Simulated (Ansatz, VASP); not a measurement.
GaN in VASP and in Ansatz

Contents of INCAR:

```
SYSTEM = GaN
ALGO     = Normal         ! electronic algorithm
DIPOL    = 0.5 0.5 0.500
EDIFF    = 1E-6           ! SCF threshold, eV
ENCUT    = 520            ! plane-wave cutoff, eV
GGA      = PE             ! functional
IDIPOL   = 3            
ISIF     = 2              ! what is computed and relaxed
ISMEAR   = -1             ! smearing method
LASPH    = .TRUE.         ! aspherical terms in the spheres
LCHARG   = .FALSE.        ! write CHGCAR
LDIPOL   = .TRUE.       
LREAL    = .FALSE.        ! projectors in reciprocal space
LWAVE    = .FALSE.        ! write WAVECAR
NBANDS   = 46             ! bands
NELM     = 60             ! most SCF steps
PREC     = Accurate       ! precision mode
SIGMA    = 0.02           ! smearing width, eV
```

File KPOINTS:

```
k-points
0
G
  8 6 1
  0 0 0
```

POSCAR

```
GaN
1.0
    3.2162655415      0.0000000000      0.0000000000
    0.0000000000      4.5484863490      0.0000000000
    0.0000000000      0.0000000000     20.8244000000
Ga N
4 4
Direct
    0.0000000000      0.8750000000      0.3841647704
    0.5000000000      0.3750000000      0.4613882565
    0.0000000000      0.8750000000      0.5386117431
    0.5000000000      0.3750000000      0.6158352296
    0.5000000000      0.6250000000      0.3841647704
    0.0000000000      0.1250000000      0.4613882565
    0.5000000000      0.6250000000      0.5386117431
    0.0000000000      0.1250000000      0.6158352296
```

Input for Ansatz:

```yaml
crystal:
  lattice:
    - [3.2162655415, 0.0, 0.0]
    - [0.0, 4.548486349, 0.0]
    - [0.0, 0.0, 20.8244]
  atoms:
    - { symbol: Ga, position: [0.0, 0.875, 0.3841647704] }
    - { symbol: "N", position: [0.5, 0.625, 0.3841647704] }
    - { symbol: Ga, position: [0.5, 0.375, 0.4613882565] }
    - { symbol: "N", position: [0.0, 0.125, 0.4613882565] }
    - { symbol: Ga, position: [0.0, 0.875, 0.5386117431] }
    - { symbol: "N", position: [0.5, 0.625, 0.5386117431] }
    - { symbol: Ga, position: [0.5, 0.375, 0.6158352296] }
    - { symbol: "N", position: [0.0, 0.125, 0.6158352296] }
kpoints:
  mp_grid: { grid: [8, 6, 1] }
scf:
  occupations: { method: fermi_dirac, width: 0.02 }
hamiltonian:
  xc: pbe
  pseudopotentials: { kind: paw }
output:
  forces: true
  stress: true
  eigenvalues: true
  populations: true
efield:
  axis: 3
  amplitude: 0
  dipole_correction: true
```

Alike in both runs: task single point; functional PBE; k mesh 8 × 6 × 1; occupations fermi-dirac, width 0.02 eV; no spin polarisation.

|  | VASP | Ansatz |
| --- | --- | --- |
| version | VASP 6.6.1 | Ansatz 0.2.0 |
| potentials or method | VASP PAW PBE potentials, release 64 (Ga_d, N) | PAW with Ansatz's default frozen-core files, scalar-relativistic |
| plane-wave cutoff (eV) | 520 | 420 |
| valence electrons in the cell | 72 | 72 |

VASP gave:

| Item | Value |
| --- | --- |
| rms of the force components (eV/Å) | 0.951 |

Problem. What did Ansatz give for the same quantities?

Solution. rms of the force components (eV/Å): 0.952.

The functional is the same, so the differences come from potentials, cutoffs and numerics.
